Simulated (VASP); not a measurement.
Write the native input for VASP 6.6.1 that does the following.

```yaml
Task: single point
Functional: PBE
Potentials_or_basis: VASP PAW PBE potentials, release 64 (K_sv, Br)
Cutoff: 520 eV
k_mesh: 6 × 6 × 4
Occupations: fermi-dirac, width 0.02 eV
Spin: no spin polarisation
Dipole_correction: no
Further_INCAR_settings: ALGO = Normal; EDIFF = 1e-07; NBANDS = 24
```

The structure of KBr lies in POSCAR:

```
KBr
1.0
    4.5592982998      0.0000000000      0.0000000000
   -2.2796491499      3.9484681511      0.0000000000
    0.0000000000      0.0000000000      8.4419201727
K Br
2 2
Direct
    0.0000000000      0.0000000000      0.0000000000
    0.0000000000      0.0000000000      0.5000000000
    0.3333333333      0.6666666667      0.2500000000
    0.6666666667      0.3333333333      0.7500000000
```

This cell differs from its parent crystal: uniaxial z strain +5.3%.

These files were run (other wordings do the same):

INCAR

```
PREC = Accurate
ENCUT = 520
EDIFF = 1E-7
ISMEAR = -1
SIGMA = 0.02
LREAL = False
LASPH = True
NELM = 60
ALGO = Normal
ISIF = 2
LWAVE = False
LCHARG = False
GGA = PE
NBANDS = 24
```

KPOINTS

```
regular mesh
0
Gamma
  6 6 4
```

Potentials or basis: VASP PAW PBE potentials, release 64 (K_sv, Br).

The run is started by

```bash
$ cat potpaw_PBE.64/K_sv/POTCAR potpaw_PBE.64/Br/POTCAR > POTCAR
$ mpirun -np 1 vasp_std > vasp.out
```

It gave:

```
Pressure               : -0.1 GPa
Band gap on the k mesh : 4.11 eV
```

Caveat: the cell differs from its parent crystal (uniaxial z strain +5.3%).

Wall time 50 s on 1 thread of AMD EPYC 9R45 96-Core Processor (Zen 5), with other jobs on the host, peak memory 0.26 GiB.
